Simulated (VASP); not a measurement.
# SiC3 (P1) in VASP: single point with PBE

Aim: the single point of SiC3 with PBE.

Program: VASP 6.6.1. These are calculated values, not measurements. Logs are shortened: lines on timing, memory, paths and dates and some standing lists are left out, and cuts for length are marked.

**1. The cell of the first run**

The typed cell holds 32 atoms: a = 9.896 Å, b = 9.896 Å, c = 9.896 Å, α = 33.25°, β = 33.25°, γ = 33.25°.

**2. Single point, PBE**

INCAR reads:

```
PREC = Accurate
ENCUT = 520
EDIFF = 1E-6
ISMEAR = -1
SIGMA = 0.086
LREAL = Auto
LASPH = True
NELM = 60
ALGO = Normal
ISIF = 2
LWAVE = False
LCHARG = False
GGA = PE
NBANDS = 86
```

KPOINTS reads:

```
Automatic mesh
0
Gamma
  4 4 4
```

POSCAR reads:

```
SiC3
1.0
    2.8308679191      1.6344023551      9.3401468586
   -2.8308679191      1.6344023551      9.3401468586
    0.0000000000     -3.2688047103      9.3401468586
C Si
24 8
Direct
    0.5154145980      0.0045963468     -0.0051495542
    0.2303551582      0.2458708944      0.2585174267
    0.2097844233      0.1783011459      0.1771775984
    0.5118033114     -0.0046481945      0.4999682338
    0.2244709395      0.2607675817      0.7438523244
    0.1564042635      0.2037056579      0.7104188563
    0.5031221395      0.4979413962      0.0068763974
    0.2573754838      0.7420067133      0.2274603968
    0.1792140602      0.6838808411      0.2039584492
    0.5108927313      0.4798545471      0.5226661843
    0.2563593875      0.7334978618      0.7430505138
    0.2009468493      0.6907079542      0.6790095792
    1.0079014653     -0.0083857943      0.0106579529
    0.7290522060      0.2485886030      0.2515446818
    0.6854512275      0.1769806662      0.2060957377
    1.0085005044      0.0034949438      0.4923942806
    0.7421788920      0.2405161368      0.7465655754
    0.6911558591      0.1841477467      0.6919487321
    1.0076161443      0.4971228817      0.0017082721
    0.7437178068      0.7617730469      0.2254630858
    0.7076156579      0.6931646127      0.1683136871
    1.0006831283      0.4792236176      0.5298496620
    0.7475239276      0.7513662121      0.7289118762
    0.6747346754      0.6848520673      0.7085017245
    0.4108622788      0.4534206049      0.4556228079
    0.4528288929      0.4195652428      0.9400411778
    0.4274836058      0.9446370167      0.4362983730
    0.4253387304      0.9530705225      0.9302043403
    0.9120558479      0.4406357612      0.4497513562
    0.9146826547      0.4477127932      0.9452101311
    0.9445421563      0.9458025472      0.4129233634
    0.9449152889      0.9409998820      0.9241250134
```

Potentials or basis: VASP PAW PBE potentials, release 64 (C, Si).

Command:

```bash
cat potpaw_PBE.64/C/POTCAR potpaw_PBE.64/Si/POTCAR > POTCAR
mpirun -np 1 vasp_std > vasp.out
```

OUTCAR:

```text
PREC = Accurate
   ENCUT = 520
   EDIFF = 1E-6
   ISMEAR = -1
   LREAL = Auto
   LASPH = True
   NELM = 60
   ISIF = 2
   GGA = PE

 ion  position               nearest neighbor table
   1  0.515  0.005  0.995-  18 1.65   3 1.65  21 1.69  28 1.93
   2  0.230  0.246  0.259-   3 1.59  27 1.74  29 1.79  26 1.84
   3  0.210  0.178  0.177-   2 1.59   1 1.65  16 1.74  19 1.75
   4  0.512  0.995  0.500-  15 1.64  24 1.72  27 1.86   6 1.94
   5  0.224  0.261  0.744-   6 1.48  25 1.78  28 1.80  30 1.80
   6  0.156  0.204  0.710-   5 1.48  22 1.56  13 1.68   4 1.94
[... 20 lines left out ...]
  26  0.453  0.420  0.940-  17 1.74  11 1.83   7 1.83   2 1.84  29 2.69  32 2.75  27 2.75  32 2.91
                            27 2.92  29 2.98
  27  0.427  0.945  0.436-   2 1.74  11 1.78  20 1.83   4 1.86  32 2.75  26 2.75  29 2.80  29 2.86
                            32 2.91  26 2.92
  28  0.425  0.953  0.930-   8 1.77   5 1.80  23 1.87   1 1.93  31 2.73  25 2.76  30 2.82  30 2.85
                            25 2.91  31 2.93
  29  0.912  0.441  0.450-  17 1.72   2 1.79  20 1.83  22 1.94  26 2.69  32 2.76  27 2.80  27 2.86
                            32 2.91  26 2.98
  30  0.915  0.448  0.945-  14 1.79  23 1.79   5 1.80  19 1.86  31 2.75  25 2.79  28 2.82  28 2.85
                            25 2.87  31 2.92
  31  0.945  0.946  0.413-  14 1.76   8 1.81  23 1.82  16 1.88  25 2.72  28 2.73  30 2.75  30 2.92
                            28 2.93  25 2.96
  32  0.945  0.941  0.924-  20 1.77  17 1.77  11 1.80  13 1.87  27 2.75  26 2.75  29 2.76  29 2.91
                            27 2.91  26 2.91

  LATTYP: Found a trigonal (rhomboedric) cell.
 ALAT       =     9.8956266893
 COS(alpha) =     0.8363249046

  Lattice vectors:

 A1 = (   2.8308679191,   1.6344023551,   9.3401468586)
 A2 = (  -2.8308679191,   1.6344023551,   9.3401468586)
 A3 = (   0.0000000000,  -3.2688047103,   9.3401468586)

Analysis of symmetry for initial positions (statically):
=====================================================================
 Subroutine PRICEL returns:
 Original cell was already a primitive cell.

 Routine SETGRP: Setting up the symmetry group for a
 trigonal (rhombohedral) supercell.

 Subroutine GETGRP returns: Found  1 space group operations
 (whereof  1 operations were pure point group operations)
 out of a pool of 12 trial point group operations.

The static configuration has the point symmetry C_1 .

Analysis of symmetry for dynamics (positions and initial velocities):
=====================================================================
 Subroutine PRICEL returns:
[... 175 lines left out ...]
   ISIF   =      2    stress and relaxation
   ISYM   =      2    0-nonsym 1-usesym 2-fastsym
   POTIM  = 0.5000    time-step for ionic-motion
   TEBEG  =    0.0;   TEEND  =   0.0 temperature during run
   PSTRESS=    0.0 pullay stress
   NELECT =     128.0000    total number of electrons
   NUPDOWN=      -1.0000    fix difference up-down
   EMIN   =  10.00;   EMAX   =-10.00  energy-range for DOS
   EFERMI =   0.00;   METHOD = LEGACY
   ISMEAR =    -1;   SIGMA  =   0.09  broadening in eV -4-tet -1-fermi 0-gaus
   EFERMI_NEDOS =   21; number of points for ismear=-14 and -15
   IALGO  =     38    algorithm
   IMIX   =      4    mixing-type and parameters
     AMIX     =   0.40;   BMIX     =  1.00
     AMIX_MAG =   1.60;   BMIX_MAG =  1.00
  volume/ion in A,a.u.               =       8.10        54.68
  Fermi-wavevector in a.u.,A,eV,Ry     =   1.293849  2.445020 22.776773  1.674046
  Thomas-Fermi vector in A             =   2.425469
   LORBIT       =      0    0 simple, 1 ext, 2 COOP (PROOUT), +10 PAW based schemes
   GGA     = PE    functional components
   LHFCALC =     F    Hartree Fock is set to
   AEXX    =    0.0000 exact exchange contribution
   IVDW    =     0    specifies the selected vdW correction
   LEPSILON=     F    determine dielectric tensor
   LRPA    =     F    only Hartree local field effects (RPA)
 non-spin polarized calculation
  energy-cutoff  :      520.00
  volume of cell :      259.29
 maximum number of plane-waves:      7007
 NGX is ok and might be reduce to    80
   NGX = 37   NGY = 37   NGZ = 37

 number of electron     128.0000000 magnetization

 Free energy of the ion-electron system (eV)
  ---------------------------------------------------
  ext. energy  EPLUGINS =         0.00000000
  ---------------------------------------------------
  free energy    TOTEN  =      -246.14417346 eV

  energy without entropy =     -246.14362251  energy(sigma->0) =     -246.14389799

 E-fermi :  10.0431     XC(G=0): -12.0233

 val. band max:        9.5819293341   @ k =   0.0000   0.0000   0.0000
 cond. band min:      10.4769209180   @ k =   0.0000   0.0000   0.0000
 fundamental gap:      0.8949915839
 Fermi energy:        10.0431031987

 k-point     1 :       0.0000    0.0000    0.0000
  band No.  band energies     occupation
      1      -9.4194      2.00000
      2      -8.6713      2.00000
      3      -7.0557      2.00000
      4      -5.8560      2.00000
      5      -5.6910      2.00000
      6      -5.5286      2.00000
[... 1885 lines left out ...]
     75      13.3653      0.00000
     76      13.4882      0.00000

 [... further k-points ...]

 [bands above 76 left out]

------------------------ aborting loop because EDIFF is reached ----------------------------------------

  FORCE on cell =-STRESS in cart. coord.  units (eV):
  Direction    XX          YY          ZZ          XY          YZ          ZX
  --------------------------------------------------------------------------------------
  -------------------------------------------------------------------------------------
  Total        5.4024034      8.4279975     10.6609498      0.0799391      0.8164572      2.2352139
  in kB       33.3821306     52.0776574     65.8753507      0.4939537      5.0449917     13.8116681
  external PRESSURE =      50.4450463 kB  Pullay stress =       0.0000000 kB

 VOLUME and BASIS-vectors are now :
 -----------------------------------------------------------------------------
  energy-cutoff  :      520.00
  volume of cell :      259.29
      direct lattice vectors                 reciprocal lattice vectors
     2.830867919  1.634402355  9.340146859     0.176624277  0.101974074  0.035688233
    -2.830867919  1.634402355  9.340146859    -0.176624277  0.101974074  0.035688233
     0.000000000 -3.268804710  9.340146859     0.000000000 -0.203948148  0.035688233

 POSITION                                       TOTAL-FORCE (eV/Angst)
 -----------------------------------------------------------------------------------
      1.44606     -2.40206     14.14903         0.135513     -0.554728     -1.186090
     -0.04392     -0.06670      6.86261        -0.100853      1.874595     -1.435985
      0.08912      0.05513      5.27964        -1.856492     -0.994080      0.778276
     -1.36886      0.82900     18.74683        -0.252856     -0.679344      0.904977
     -0.10275     -1.63843     11.47989         0.267730     -0.958773      0.928700
     -0.13390     -1.73366      9.99890         2.151163      0.615372     -1.182718
[... 24 lines left out ...]
     -0.00357      1.73982     21.51286         0.110713     -1.816764      0.197189
      0.01108      0.06156     26.24619         1.219629     -0.633609      0.376837
 -----------------------------------------------------------------------------------
    total drift:                               -0.009420     -0.002090     -0.000638

  FREE ENERGIE OF THE ION-ELECTRON SYSTEM (eV)
  ---------------------------------------------------
  free  energy   TOTEN  =      -246.1441734639 eV

  energy  without entropy=     -246.1436225071  energy(sigma->0) =     -246.14389799
```

OSZICAR:

```text
N       E                     dE             d eps       ncg     rms          rms(c)
DAV:   1     0.402294673751E+03    0.40229E+03   -0.62702E+04  6192   0.139E+03
DAV:   2    -0.226453804482E+03   -0.62875E+03   -0.59010E+03  7678   0.253E+02
DAV:   3    -0.265322338293E+03   -0.38869E+02   -0.38326E+02  7656   0.597E+01
DAV:   4    -0.266217937934E+03   -0.89560E+00   -0.89132E+00  7744   0.937E+00
DAV:   5    -0.266241106347E+03   -0.23168E-01   -0.23140E-01  7608   0.148E+00    0.310E+01
DAV:   6    -0.247351483175E+03    0.18890E+02   -0.45678E+01  6904   0.218E+01    0.149E+01
DAV:   7    -0.246413848349E+03    0.93763E+00   -0.15792E+01  7504   0.124E+01    0.698E+00
DAV:   8    -0.246157898999E+03    0.25595E+00   -0.15341E+00  7450   0.397E+00    0.321E+00
DAV:   9    -0.246145764840E+03    0.12134E-01   -0.33592E-01  7192   0.204E+00    0.466E-01
DAV:  10    -0.246143239029E+03    0.25258E-02   -0.21151E-02  7682   0.489E-01    0.238E-01
DAV:  11    -0.246144056600E+03   -0.81757E-03   -0.27954E-03  7696   0.189E-01    0.862E-02
DAV:  12    -0.246144137794E+03   -0.81194E-04   -0.28516E-04  7328   0.561E-02    0.486E-02
DAV:  13    -0.246144171599E+03   -0.33805E-04   -0.17939E-04  8048   0.502E-02    0.117E-02
DAV:  14    -0.246144172484E+03   -0.88543E-06   -0.22177E-05  7360   0.166E-02    0.885E-03
DAV:  15    -0.246144173464E+03   -0.97961E-06   -0.38416E-06  6632   0.670E-03
   1 F= -.24614417E+03 E0= -.24614390E+03  d E =-.550957E-03
```

stdout:

```text
POSCAR found type information on POSCAR C Si
 POSCAR found :  2 types and      32 ions
 scaLAPACK will be used
 LDA part: xc-table for (Slater+PW92), standard interpolation
 POSCAR, INCAR and KPOINTS ok, starting setup
 FFT: planning ... GRIDC
 FFT: planning ... GRID_SOFT
 FFT: planning ... GRID
 WAVECAR not read
 entering main loop
```

Run time: 1.8 h. Hardware: 1 thread of Oxide Virtual Turin-like, shared host; peak memory 1.1 GiB.

Results:

| Property | Result |
| --- | --- |
| Free energy | -246.1442 eV |
| Pressure | 5.0 GPa |
| Largest force | 3.587 eV/Å |
| Band gap on the k mesh | 0.90 eV |

Forces in eV/Å, atoms in the order of the input:
```
C    0.136 -0.555 -1.186
C   -0.101  1.875 -1.436
C   -1.856 -0.994  0.778
C   -0.253 -0.679  0.905
C    0.268 -0.959  0.929
C    2.151  0.615 -1.183
C   -0.135 -0.504  1.424
C   -1.063 -1.187  1.070
C    1.163  0.956 -1.308
C   -1.652  1.213  0.690
C   -0.312 -0.318  0.003
C    0.529 -1.146 -1.242
C   -1.246 -0.345  0.935
C   -1.006 -0.136  0.919
C   -0.458  0.430 -1.184
C    1.062  0.074  1.465
C    0.644 -0.323 -1.000
C    0.005  0.262 -0.718
C   -0.290  0.723  1.578
C    0.618 -1.629  0.116
C    0.073 -0.876 -0.477
C   -2.055  0.724 -0.405
C   -1.328 -0.924  1.223
C    0.551  1.258 -1.158
Si   2.231  1.474 -2.390
Si  -2.814 -1.476 -0.671
Si   1.585  0.156  0.415
Si   1.638  1.403 -0.223
Si   0.371  2.907  1.754
Si   0.216  0.431 -0.198
Si   0.111 -1.817  0.197
Si   1.220 -0.634  0.377
```

Stress tensor (GPa, compression positive):
```
3.34 0.05 1.38
0.05 5.21 0.50
1.38 0.50 6.59
```

Levels at points of the mesh, in eV from the valence-band top:
```csv
k point,band 61,band 62,band 63,band 64,band 65,band 66,band 67,band 68
"(0.00, 0.00, 0.00)",-0.78,-0.77,-0.43,0.00,0.90,0.98,1.19,1.92
"(0.50, 0.00, 0.00)",-1.96,-1.94,-1.33,-1.25,2.10,2.19,2.79,2.91
"(0.00, 0.50, 0.00)",-2.06,-1.62,-1.12,-1.01,2.08,2.22,2.86,3.05
"(0.00, 0.00, 0.50)",-1.94,-1.73,-1.19,-1.02,2.13,2.25,2.75,3.10
"(0.50, 0.50, 0.00)",-1.96,-1.64,-1.22,-1.00,1.88,1.92,2.14,2.21
"(0.50, 0.00, 0.50)",-1.98,-1.55,-1.18,-0.96,1.86,1.95,2.05,2.09
"(0.00, 0.50, 0.50)",-2.05,-1.68,-1.58,-1.13,1.84,1.95,2.05,2.31
"(0.50, 0.50, 0.50)",-0.75,-0.65,-0.57,-0.06,1.60,1.80,1.81,1.88
```

Caveat: the cell stands under pressure; the atoms stand as in a frame of molecular dynamics; forces of over 1 eV/Å act on the atoms, so gaps and moduli don't describe the material at rest. A k mesh can miss the band edges.
